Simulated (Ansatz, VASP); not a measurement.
# Os in VASP and in Ansatz

```xyz
1
Lattice="2.5579 0.0000 0.0000 0.0000 2.5579 0.0000 0.0000 0.0000 2.5579" Properties=species:S:1:pos:R:3 pbc="T T T"
Os    0.0000    0.0000    0.0000
```

Alike in both runs: task single point; functional PBE; k mesh 17 × 17 × 17; occupations fermi-dirac, width 0.08 eV; no spin polarisation.

|  | VASP | Ansatz |
| --- | --- | --- |
| version | VASP 6.6.1 | Ansatz 0.2.0 |
| potentials or method | VASP PAW PBE potentials, release 64 (Os), cutoff 520 eV | all-electron LAPW, scalar-relativistic |

Ansatz gave:

| Item | Value |
| --- | --- |
| pressure (GPa) | 0.0 |

Question: Which values does VASP return?

Answer: Pressure (GPa): -0.3.

Ansatz ran all-electron here, and VASP with PAW potentials.

Spin-orbit coupling is off throughout.
